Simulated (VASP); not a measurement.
# Ta2N (P-31m) in VASP: a series of runs

Runs on Ta2N. Level: LDA. Tasks: single point, relaxation of shape and atoms at fixed volume.

All numbers are computed with VASP 6.6.1; they aren't measurements. Logs are shortened: lines on timing, memory, paths and dates and some standing lists are left out, and cuts for length are marked.

### 1 The cell of the first run

It takes space group P-31m (No. 162, trigonal). The conventional cell has a = 5.282 Å, b = 5.282 Å, c = 4.928 Å, α = 90.00°, β = 90.00°, γ = 120.00°. Within 2.8 Å of Ta (site symmetry m) lie 3 N at 2.14 to 2.16 Å. N (site symmetry 32) has 6 Ta at 2.16 Å within 2.9 Å. Within 2.8 Å of N (site symmetry -3m) lie 6 Ta at 2.14 Å.

### 2 Single point, LDA (13.23 Å³/atom)

Input file INCAR:

```
SYSTEM = Ta2N
ALGO = Normal ; EDIFF = 1E-6
ENCUT = 520 ; GGA = CA
ISIF = 2 ; ISMEAR = 0
LASPH = .True. ; LCHARG = .False.
LREAL = .False. ; LWAVE = .False.
NBANDS = 50 ; NELM = 100
PREC = Accurate ; SIGMA = 0.1
```

Input file KPOINTS:

```
k-points
0
Gamma
  9 9 8
  0 0 0
```

Input file POSCAR:

```
Ta2N
1.0
    5.2824562425      0.0000000029      0.0000000000
   -2.6412281238      4.5747412989      0.0000000000
    0.0000000000      0.0000000000      4.9284157561
Ta N
6 3
Direct
    0.6672604455      0.6672604455      0.7521396896
    0.0000000000      0.3327395545      0.7521396896
    0.3327395545      0.0000000000      0.7521396896
    0.3327395545      0.3327395545      0.2478603104
    0.0000000000      0.6672604455      0.2478603104
    0.6672604455      0.0000000000      0.2478603104
    0.6666666667      0.3333333333      0.5000000000
    0.3333333333      0.6666666667      0.5000000000
    0.0000000000      0.0000000000      0.0000000000
```

Potentials or basis: VASP PAW LDA potentials, release 64 (Ta_pv, N).

Launch:

```bash
$ cat potpaw_LDA.64/Ta_pv/POTCAR potpaw_LDA.64/N/POTCAR > POTCAR
$ mpirun -np 1 vasp_std > vasp.out
```

OUTCAR:

```text
SYSTEM = Ta2N
   EDIFF = 1E-6
   ENCUT = 520
   GGA = CA
   ISIF = 2
   ISMEAR = 0
   LASPH = .True.
   LREAL = .False.
   NELM = 100
   PREC = Accurate

 ion  position               nearest neighbor table
   1  0.667  0.667  0.752-   9 2.14   7 2.16   8 2.16   6 3.01   5 3.01   4 3.02   6 3.04   5 3.04
                             2 3.04   3 3.04   4 3.05   3 3.05   2 3.05   2 3.05   3 3.05
   2  0.000  0.333  0.752-   9 2.14   7 2.16   8 2.16   6 3.01   4 3.01   5 3.02   6 3.04   4 3.04
                             1 3.04   3 3.04   5 3.05   3 3.05   1 3.05   3 3.05   1 3.05
   3  0.333  0.000  0.752-   9 2.14   8 2.16   7 2.16   5 3.01   4 3.01   6 3.02   5 3.04   4 3.04
                             1 3.04   2 3.04   6 3.05   1 3.05   2 3.05   2 3.05   1 3.05
   4  0.333  0.333  0.248-   9 2.14   8 2.16   7 2.16   3 3.01   2 3.01   1 3.02   3 3.04   2 3.04
                             5 3.04   6 3.04   1 3.05   6 3.05   5 3.05   5 3.05   6 3.05
   5  0.000  0.667  0.248-   9 2.14   8 2.16   7 2.16   3 3.01   1 3.01   2 3.02   3 3.04   1 3.04
                             4 3.04   6 3.04   2 3.05   6 3.05   4 3.05   6 3.05   4 3.05
   6  0.667  0.000  0.248-   9 2.14   7 2.16   8 2.16   2 3.01   1 3.01   3 3.02   2 3.04   1 3.04
                             4 3.04   5 3.04   3 3.05   4 3.05   5 3.05   5 3.05   4 3.05
   7  0.667  0.333  0.500-   6 2.16   2 2.16   5 2.16   3 2.16   1 2.16   4 2.16
   8  0.333  0.667  0.500-   3 2.16   5 2.16   2 2.16   6 2.16   4 2.16   1 2.16
   9  0.000  0.000  0.000-   1 2.14   4 2.14   2 2.14   5 2.14   3 2.14   6 2.14

  LATTYP: Found a hexagonal cell.
 ALAT       =     5.2824562425
 C/A-ratio  =     0.9329780560

  Lattice vectors:

 A1 = (   5.2824562425,   0.0000000029,   0.0000000000)
 A2 = (  -2.6412281238,   4.5747412989,   0.0000000000)
 A3 = (   0.0000000000,   0.0000000000,   4.9284157561)

Analysis of symmetry for initial positions (statically):
=====================================================================
 Subroutine PRICEL returns:
 Original cell was already a primitive cell.

 Routine SETGRP: Setting up the symmetry group for a
 hexagonal supercell.

 Subroutine GETGRP returns: Found 12 space group operations
 (whereof 12 operations were pure point group operations)
 out of a pool of 24 trial point group operations.

The static configuration has the point symmetry D_3d.

Analysis of symmetry for dynamics (positions and initial velocities):
=====================================================================
 Subroutine PRICEL returns:
 Original cell was already a primitive cell.

 Routine SETGRP: Setting up the symmetry group for a
 hexagonal supercell.
[... 128 lines left out ...]
   TEBEG  =    0.0;   TEEND  =   0.0 temperature during run
   PSTRESS=    0.0 pullay stress
   NELECT =      81.0000    total number of electrons
   NUPDOWN=      -1.0000    fix difference up-down
   EMIN   =  10.00;   EMAX   =-10.00  energy-range for DOS
   EFERMI =   0.00;   METHOD = LEGACY
   ISMEAR =     0;   SIGMA  =   0.10  broadening in eV -4-tet -1-fermi 0-gaus
   EFERMI_NEDOS =   21; number of points for ismear=-14 and -15
   IALGO  =     38    algorithm
   IMIX   =      4    mixing-type and parameters
     AMIX     =   0.40;   BMIX     =  1.00
     AMIX_MAG =   1.60;   BMIX_MAG =  1.00
  volume/ion in A,a.u.               =      13.23        89.30
  Fermi-wavevector in a.u.,A,eV,Ry     =   1.439682  2.720604 28.200581  2.072684
  Thomas-Fermi vector in A             =   2.558510
   LORBIT       =      0    0 simple, 1 ext, 2 COOP (PROOUT), +10 PAW based schemes
   GGA     = CA    functional components
   LHFCALC =     F    Hartree Fock is set to
   AEXX    =    0.0000 exact exchange contribution
   IVDW    =     0    specifies the selected vdW correction
   LEPSILON=     F    determine dielectric tensor
   LRPA    =     F    only Hartree local field effects (RPA)
 non-spin polarized calculation
 Gauss-broadening in eV      SIGMA  =   0.10
  energy-cutoff  :      520.00
  volume of cell :      119.10
 maximum number of plane-waves:      3230
   NGX = 19   NGY = 19   NGZ = 19

 number of electron      81.0000005 magnetization

 Free energy of the ion-electron system (eV)
  ---------------------------------------------------
  ext. energy  EPLUGINS =         0.00000000
  ---------------------------------------------------
  free energy    TOTEN  =      -114.02562444 eV

  energy without entropy =     -114.01247201  energy(sigma->0) =     -114.01904822

 E-fermi :   7.4318     XC(G=0): -13.1918

 val. band max:        7.4276143701   @ k =   0.4444   0.0000   0.1250
 cond. band min:       7.4555413966   @ k =  -0.2222   0.4444   0.1250
 fundamental gap:      0.0279270265
 Fermi energy:         7.4317653219

 k-point     1 :       0.0000    0.0000    0.0000
  band No.  band energies     occupation
      1     -28.1354      2.00000
      2     -27.7352      2.00000
      3     -27.5656      2.00000
      4     -27.5656      2.00000
      5     -27.5561      2.00000
      6     -27.5561      2.00000
[... 1261 lines left out ...]
     49      10.4330      0.00000
     50      10.7243      0.00000

 [... further k-points ...]

------------------------ aborting loop because EDIFF is reached ----------------------------------------

  FORCE on cell =-STRESS in cart. coord.  units (eV):
  Direction    XX          YY          ZZ          XY          YZ          ZX
  --------------------------------------------------------------------------------------
  -------------------------------------------------------------------------------------
  Total       -5.5184425     -5.5184425     -5.4868584      0.0000000      0.0000000      0.0000000
  in kB      -74.2364709    -74.2364709    -73.8115883      0.0000000      0.0000000      0.0000000
  external PRESSURE =     -74.0948433 kB  Pullay stress =       0.0000000 kB

 VOLUME and BASIS-vectors are now :
 -----------------------------------------------------------------------------
  energy-cutoff  :      520.00
  volume of cell :      119.10
      direct lattice vectors                 reciprocal lattice vectors
     5.282456243  0.000000003  0.000000000     0.189305875  0.109295798  0.000000000
    -2.641228124  4.574741299  0.000000000    -0.000000000  0.218591596  0.000000000
     0.000000000  0.000000000  4.928415756     0.000000000  0.000000000  0.202904960

 POSITION                                       TOTAL-FORCE (eV/Angst)
 -----------------------------------------------------------------------------------
      1.76239      3.05254      3.70686        -0.003492     -0.006049      0.011376
     -0.87884      1.52220      3.70686        -0.003492      0.006049      0.011376
      1.75768      0.00000      3.70686         0.006984      0.000000      0.011376
      0.87884      1.52220      1.22156         0.003492      0.006049     -0.011376
     -1.76239      3.05254      1.22156         0.003492     -0.006049     -0.011376
      3.52477      0.00000      1.22156        -0.006984     -0.000000     -0.011376
      2.64123      1.52491      2.46421        -0.000000      0.000000     -0.000000
     -0.00000      3.04983      2.46421         0.000000      0.000000     -0.000000
      0.00000      0.00000      0.00000         0.000000      0.000000     -0.000000
 -----------------------------------------------------------------------------------
    total drift:                               -0.000000     -0.000000     -0.000000

  FREE ENERGIE OF THE ION-ELECTRON SYSTEM (eV)
  ---------------------------------------------------
  free  energy   TOTEN  =      -114.0256244351 eV

  energy  without entropy=     -114.0124720108  energy(sigma->0) =     -114.01904822
```

OSZICAR:

```text
N       E                     dE             d eps       ncg     rms          rms(c)
DAV:   1     0.824497149752E+03    0.82450E+03   -0.44141E+04  8100   0.170E+03
DAV:   2    -0.643187461085E+02   -0.88882E+03   -0.85899E+03  8820   0.505E+02
DAV:   3    -0.122861314438E+03   -0.58543E+02   -0.56992E+02 10162   0.116E+02
DAV:   4    -0.124295671289E+03   -0.14344E+01   -0.14167E+01  9856   0.170E+01
DAV:   5    -0.124332321460E+03   -0.36650E-01   -0.36566E-01 10432   0.228E+00    0.493E+01
DAV:   6    -0.114891419717E+03    0.94409E+01   -0.56257E+01 10088   0.301E+01    0.231E+01
DAV:   7    -0.114170167284E+03    0.72125E+00   -0.38399E+00  9576   0.814E+00    0.107E+01
DAV:   8    -0.114046833933E+03    0.12333E+00   -0.64924E-01  9776   0.377E+00    0.105E+00
DAV:   9    -0.114027094773E+03    0.19739E-01   -0.12640E-01 10248   0.127E+00    0.445E-01
DAV:  10    -0.114025893320E+03    0.12015E-02   -0.13000E-02 10024   0.564E-01    0.138E-01
DAV:  11    -0.114025639247E+03    0.25407E-03   -0.20545E-03 10120   0.204E-01    0.471E-02
DAV:  12    -0.114025631510E+03    0.77371E-05   -0.47858E-04 10208   0.846E-02    0.201E-02
DAV:  13    -0.114025623691E+03    0.78189E-05   -0.61052E-05 10184   0.327E-02    0.951E-03
DAV:  14    -0.114025624435E+03   -0.74400E-06   -0.95598E-06  8280   0.129E-02
   1 F= -.11402562E+03 E0= -.11401905E+03  d E =-.131524E-01
```

It took 3.9 min on 1 thread of Intel Xeon 6975P-C (Granite Rapids), shared host; peak memory 0.44 GiB.

What came out:

```
Free energy            : -114.0256 eV
Pressure               : -7.4 GPa
Largest force          : 0.013 eV/Å
Band gap on the k mesh : zero (an odd number of electrons rules out a gap without spin polarisation)
```

Forces on the atoms (eV/Å):
```
Ta  -0.003 -0.006  0.011
Ta  -0.003  0.006  0.011
Ta   0.007  0.000  0.011
Ta   0.003  0.006 -0.011
Ta   0.003 -0.006 -0.011
Ta  -0.007  0.000 -0.011
N    0.000  0.000  0.000
N    0.000  0.000  0.000
N    0.000  0.000  0.000
```

Caveat: the cell stands under tension; spin-orbit coupling is left out, which moves the levels of the heavy elements.

(Part 1 of 2 ends here.)

The gap in the log of VASP goes by the Fermi energy; the results here count the filled bands.